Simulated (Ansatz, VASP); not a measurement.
## One calculation of Al2Au, two programs

```xyz
3
Lattice="0.0000 3.0015 3.0015 3.0015 0.0000 3.0015 3.0015 3.0015 0.0000" Properties=species:S:1:pos:R:3 pbc="T T T"
Al    1.5007    1.5007    1.5007
Al    4.5022    4.5022    4.5022
Au    0.0000    0.0000    0.0000
```

Alike in both runs: functional PBEsol; k mesh 12 × 12 × 12; occupations gaussian, width 0.1 eV; no spin polarisation.

Ansatz relaxed the structure, and its values are those at the end. VASP's run is a single point on that final structure, the one shown.

|  | VASP | Ansatz |
| --- | --- | --- |
| version | VASP 6.6.1 | Ansatz 0.2.0 |
| potentials or method | VASP PAW PBE potentials, release 64 (Al, Au), cutoff 520 eV | scalar-relativistic, plane waves, PAW |
| valence electrons in the cell | 17 | 25 |

Ansatz gave:

* gap on the k mesh at the Fermi level (eV): none
* pressure (GPa): 0.0

Question: Estimate VASP's values.

Answer: gap on the k mesh at the Fermi level (eV): none; pressure (GPa): -0.2.

VASP's potentials were made for PBE, not for PBEsol. A gap of «none» marks a metal or a gap that the smearing closes. VASP's potentials hold 17 valence electrons a cell and Ansatz's 25, so a difference there can come from the potentials and not from the codes.

Neither program's run includes spin-orbit coupling.
